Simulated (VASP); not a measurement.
# BeTe in VASP: notebook

The runs below take BeTe through single point, with HSE06.

All numbers are computed with VASP 6.6.1; they aren't measurements. Logs are shortened: lines on timing, memory, paths and dates and some standing lists are left out, and cuts for length are marked.

## 1. The cell of the first run

It takes space group F-43m (No. 216, cubic). The conventional cell has a = 5.834 Å, b = 5.834 Å, c = 5.834 Å, α = 90.00°, β = 90.00°, γ = 90.00°. Within 3.3 Å of Be (site symmetry -43m) lie 4 Te at 2.53 Å. Te (site symmetry -43m) has 4 Be at 2.53 Å within 3.3 Å.

## 2. Single point, HSE06 (strain +3.1%)

Input file POSCAR:

```
BeTe
1.0
    0.0000000000      2.9171595483      2.9171595483
    2.9171595483      0.0000000000      2.9171595483
    2.9171595483      2.9171595483      0.0000000000
Be Te
1 1
Direct
    0.0000000000      0.0000000000      0.0000000000
    0.2500000000      0.2500000000      0.2500000000
```

Input file INCAR.step1:

```
SYSTEM = BeTe
PREC = Accurate
ENCUT = 520
EDIFF = 1E-5
ISMEAR = 0
SIGMA = 0.01
LREAL = .False.
LASPH = .True.
NELM = 80
ALGO = Normal
ISIF = 2
LWAVE = .True.
LCHARG = .False.
GGA = PE
NBANDS = 11
```

Input file INCAR.step2:

```
SYSTEM = BeTe
PREC = Accurate
ENCUT = 520
EDIFF = 1E-7
ISMEAR = 0
SIGMA = 0.01
LREAL = .False.
LASPH = .True.
NELM = 80
ALGO = Normal
ISIF = 2
LWAVE = .False.
LCHARG = .False.
GGA = PE
LHFCALC = .True.
HFSCREEN = 0.2079
PRECFOCK = Normal
ISTART = 1
NBANDS = 11
```

Input file KPOINTS:

```
Automatic mesh
0
Gamma
  6 6 6
  0 0 0
```

Potentials or basis: VASP PAW PBE potentials, release 64 (Be, Te).

Launch:

```bash
> cat potpaw_PBE.64/Be/POTCAR potpaw_PBE.64/Te/POTCAR > POTCAR
> cp INCAR.step1 INCAR
> mpirun -np 1 vasp_std > vasp.out
> cp INCAR.step2 INCAR
> mpirun -np 1 vasp_std > vasp.out
```

OUTCAR:

```text
SYSTEM = BeTe
   PREC = Accurate
   ENCUT = 520
   EDIFF = 1E-7
   ISMEAR = 0
   LREAL = .False.
   LASPH = .True.
   NELM = 80
   ISIF = 2
   GGA = PE
   LHFCALC = .True.
   HFSCREEN = 0.2079
   PRECFOCK = Normal
   ISTART = 1

 ion  position               nearest neighbor table
   1  0.000  0.000  0.000-   2 2.53   2 2.53   2 2.53   2 2.53
   2  0.250  0.250  0.250-   1 2.53   1 2.53   1 2.53   1 2.53

  LATTYP: Found a face centered cubic cell.
 ALAT       =     5.8343190966

  Lattice vectors:

 A1 = (   0.0000000000,   2.9171595483,   2.9171595483)
 A2 = (   2.9171595483,   0.0000000000,   2.9171595483)
 A3 = (   2.9171595483,   2.9171595483,   0.0000000000)

Analysis of symmetry for initial positions (statically):
=====================================================================
 Subroutine PRICEL returns:
 Original cell was already a primitive cell.

 Routine SETGRP: Setting up the symmetry group for a
 face centered cubic supercell.

 Subroutine GETGRP returns: Found 24 space group operations
 (whereof 24 operations were pure point group operations)
 out of a pool of 48 trial point group operations.

The static configuration has the point symmetry T_d .

Analysis of symmetry for dynamics (positions and initial velocities):
=====================================================================
 Subroutine PRICEL returns:
 Original cell was already a primitive cell.

 Routine SETGRP: Setting up the symmetry group for a
 face centered cubic supercell.

 Subroutine GETGRP returns: Found 24 space group operations
 (whereof 24 operations were pure point group operations)
 out of a pool of 48 trial point group operations.

The dynamic configuration has the point symmetry T_d .

 Subroutine INISYM returns: Found 24 space group operations
 (whereof 24 operations are pure point group operations),
 and found     1 'primitive' translations

----------------------------------------------------------------------------------------

                                     Primitive cell

  volume of cell :      49.6490

  direct lattice vectors                    reciprocal lattice vectors
     0.000000000  2.917159548  2.917159548    -0.171399607  0.171399607  0.171399607
     2.917159548  0.000000000  2.917159548     0.171399607 -0.171399607  0.171399607
     2.917159548  2.917159548  0.000000000     0.171399607  0.171399607 -0.171399607

  length of vectors
     4.125486597  4.125486597  4.125486597     0.296872828  0.296872828  0.296872828

  position of ions in fractional coordinates (direct lattice)
     0.000000000  0.000000000  0.000000000
[... 88 lines left out ...]
     AMIX     =   0.40;   BMIX     =  1.00
     AMIX_MAG =   1.60;   BMIX_MAG =  1.00
  volume/ion in A,a.u.               =      24.82       167.52
  Fermi-wavevector in a.u.,A,eV,Ry     =   0.890843  1.683450 10.797608  0.793602
  Thomas-Fermi vector in A             =   2.012586
   LORBIT       =      0    0 simple, 1 ext, 2 COOP (PROOUT), +10 PAW based schemes
   GGA     = PE    functional components
   LHFCALC =     T    Hartree Fock is set to
   PRECFOCK=normal    Normal, Fast or Accurate (Low or Medium for compatibility)
   ENCUT4O =  -1.0   cutoff for four orbital integrals eV
   NKREDX  =     1    reduce k-point grid by
   NKREDY  =     1    reduce k-point grid by
   NKREDZ  =     1    reduce k-point grid by
   AEXX    =    0.2500 exact exchange contribution
   HFSCREEN=    0.2079 screening length (either q_TF or 0.3 A-1)
   HFSCREENC=   0.2079 screening length for correlation (either q_TF or 0.3 A-1)
   ENCUTFOCK=  -1.0 apply spherical cutoff to Coloumb kernel
   IVDW    =     0    specifies the selected vdW correction
   LEPSILON=     F    determine dielectric tensor
   LRPA    =     F    only Hartree local field effects (RPA)
 non-spin polarized calculation
 Gauss-broadening in eV      SIGMA  =   0.01
  energy-cutoff  :      520.00
  volume of cell :       49.65
 maximum number of plane-waves:      1363
 NGX is ok and might be reduce to    32
  NGX = 24; NGY = 24; NGZ = 24

 number of electron       8.0000000 magnetization

 Free energy of the ion-electron system (eV)
  ---------------------------------------------------
  ext. energy  EPLUGINS =         0.00000000
  ---------------------------------------------------
  free energy    TOTEN  =        -8.65999345 eV

  energy without entropy =       -8.65999345  energy(sigma->0) =       -8.65999345

 E-fermi :   3.6052     XC(G=0):  -7.2359

 val. band max:        3.4922890980   @ k =   0.0000   0.0000   0.0000
 cond. band min:       6.3805411401   @ k =   0.5000   0.5000   0.0000
 fundamental gap:      2.8882520421
 Fermi energy:         3.6051562474

 k-point     1 :       0.0000    0.0000    0.0000
  band No.  band energies     occupation
      1      -9.2527      2.00000
      2       3.4923      2.00000
      3       3.4923      2.00000
      4       3.4923      2.00000
      5       7.3234      0.00000
      6       8.0381      0.00000
      7       8.0381      0.00000
      8       8.0381      0.00000
      9      12.6445      0.00000
     10      14.5416      0.00000
     11      14.5416      0.00000
[... 197 lines left out ...]
 k-point    16 :      -0.3333    0.5000    0.1667
  band No.  band energies     occupation
      1      -7.5369      2.00000
      2      -1.2671      2.00000
      3       0.3263      2.00000
      4       0.6524      2.00000
      5       8.0171      0.00000
      6       8.5781      0.00000
      7      11.5220      0.00000
      8      11.8200      0.00000
      9      15.1490      0.00000
     10      15.7282      0.00000
     11      17.0690      0.00000

------------------------ aborting loop because EDIFF is reached ----------------------------------------

  FORCE on cell =-STRESS in cart. coord.  units (eV):
  Direction    XX          YY          ZZ          XY          YZ          ZX
  --------------------------------------------------------------------------------------
  -------------------------------------------------------------------------------------
  Total       -1.6580415     -1.6580415     -1.6580415      0.0000000      0.0000000     -0.0000000
  in kB      -53.5051324    -53.5051324    -53.5051324      0.0000000      0.0000000     -0.0000000
  external PRESSURE =     -53.5051324 kB  Pullay stress =       0.0000000 kB

 VOLUME and BASIS-vectors are now :
 -----------------------------------------------------------------------------
  energy-cutoff  :      520.00
  volume of cell :       49.65
      direct lattice vectors                 reciprocal lattice vectors
     0.000000000  2.917159548  2.917159548    -0.171399607  0.171399607  0.171399607
     2.917159548  0.000000000  2.917159548     0.171399607 -0.171399607  0.171399607
     2.917159548  2.917159548  0.000000000     0.171399607  0.171399607 -0.171399607

 POSITION                                       TOTAL-FORCE (eV/Angst)
 -----------------------------------------------------------------------------------
      0.00000      0.00000      0.00000         0.000000      0.000000      0.000000
      1.45858      1.45858      1.45858        -0.000000     -0.000000      0.000000
 -----------------------------------------------------------------------------------
    total drift:                               -0.000000      0.000000     -0.000000

  FREE ENERGIE OF THE ION-ELECTRON SYSTEM (eV)
  ---------------------------------------------------
  free  energy   TOTEN  =        -8.6599934522 eV

  energy  without entropy=       -8.6599934522  energy(sigma->0) =       -8.65999345
```

OUTCAR.step1:

```text
SYSTEM = BeTe
   PREC = Accurate
   ENCUT = 520
   EDIFF = 1E-5
   ISMEAR = 0
   LREAL = .False.
   LASPH = .True.
[... 435 lines left out ...]
      0.00000      0.00000      0.00000        -0.000000      0.000000      0.000000
      1.45858      1.45858      1.45858         0.000000     -0.000000     -0.000000
 -----------------------------------------------------------------------------------
    total drift:                                0.000000      0.000000      0.000000

  FREE ENERGIE OF THE ION-ELECTRON SYSTEM (eV)
  ---------------------------------------------------
  free  energy   TOTEN  =        -7.5629827523 eV

  energy  without entropy=       -7.5629827523  energy(sigma->0) =       -7.56298275
```

It took 16 min on 1 thread of Intel Xeon Platinum 8259CL at 2.50GHz (Skylake/Cascade Lake), shared host; peak memory 0.29 GiB.

What came out:

| Item | Value |
| --- | --- |
| Free energy | -8.6600 eV |
| Pressure | -5.4 GPa |
| Band gap on the k mesh | 2.89 eV (least direct gap 3.83 eV) |

Caveat: the cell differs from its parent crystal (strain +3.1%); the cell stands under tension; the PAW data sets were made with another functional, which shifts forces and pressure a little; spin-orbit coupling is left out, which moves the levels of the heavy elements.

## 3. Single point, HSE06 (epitaxial xy strain -2.6%)

Input file POSCAR:

```
BeTe
1.0
    0.0000000000      2.7550794143      2.8828032604
    2.7550794143      0.0000000000      2.8828032604
    2.7550794143      2.7550794143      0.0000000000
Be Te
1 1
Direct
    0.0000000000      0.0000000000      0.0000000000
    0.2500000000      0.2500000000      0.2500000000
```

Input file INCAR.step1:

```
SYSTEM = BeTe
PREC = Accurate
ENCUT = 520
EDIFF = 1E-5
ISMEAR = 0
SIGMA = 0.01
LREAL = .FALSE.
LASPH = .TRUE.
NELM = 80
ALGO = Normal
ISIF = 2
LWAVE = .TRUE.
LCHARG = .FALSE.
GGA = PE
NBANDS = 11
```

Input file INCAR.step2:

```
SYSTEM = BeTe
PREC = Accurate
ENCUT = 520
EDIFF = 1E-7
ISMEAR = 0
SIGMA = 0.01
LREAL = .FALSE.
LASPH = .TRUE.
NELM = 80
ALGO = Normal
ISIF = 2
LWAVE = .FALSE.
LCHARG = .FALSE.
GGA = PE
LHFCALC = .TRUE.
HFSCREEN = 0.2079
PRECFOCK = Normal
ISTART = 1
NBANDS = 11
```

Input file KPOINTS:

```
Automatic mesh
0
G
  6 6 6
  0 0 0
```

Potentials or basis: VASP PAW PBE potentials, release 64 (Be, Te).

Launch:

```bash
> cat potpaw_PBE.64/Be/POTCAR potpaw_PBE.64/Te/POTCAR > POTCAR
> cp INCAR.step1 INCAR
> mpirun -np 1 vasp_std > vasp.out
> cp INCAR.step2 INCAR
> mpirun -np 1 vasp_std > vasp.out
```

Run time: 35 min. Hardware: 1 thread of Intel Xeon Platinum 8259CL at 2.50GHz (Skylake/Cascade Lake), shared host; peak memory 0.3 GiB.

It converged, with:

| Quantity | Value |
| --- | --- |
| Free energy | -8.7371 eV |
| Pressure | 1.1 GPa |
| Band gap on the k mesh | 2.39 eV (least direct gap 4.34 eV) |

Stress tensor (GPa, compression positive):
```
 2.21  0.00  0.00
 0.00  2.21  0.00
 0.00  0.00 -1.03
```

Levels at points of the mesh, in eV from the valence-band top:
```
           k point  band 1  band 2  band 3  band 4  band 5  band 6  band 7  band 8
(0.00, 0.00, 0.00)  -13.69   -0.28    0.00    0.00    4.34    4.34    4.43    4.63
(0.50, 0.00, 0.00)  -12.11   -6.34   -1.57   -1.13    3.71    5.30    5.54    8.76
(0.50, 0.50, 0.00)  -11.67   -6.05   -2.82   -2.82    2.72    3.52   11.08   11.08
(0.50, 0.00, 0.50)  -11.46   -5.78   -3.21   -3.11    2.39    3.13   10.91   11.14
```

Caveat: the cell differs from its parent crystal (epitaxial xy strain -2.6%); the PAW data sets were made with another functional, which shifts forces and pressure a little; spin-orbit coupling is left out, which moves the levels of the heavy elements.
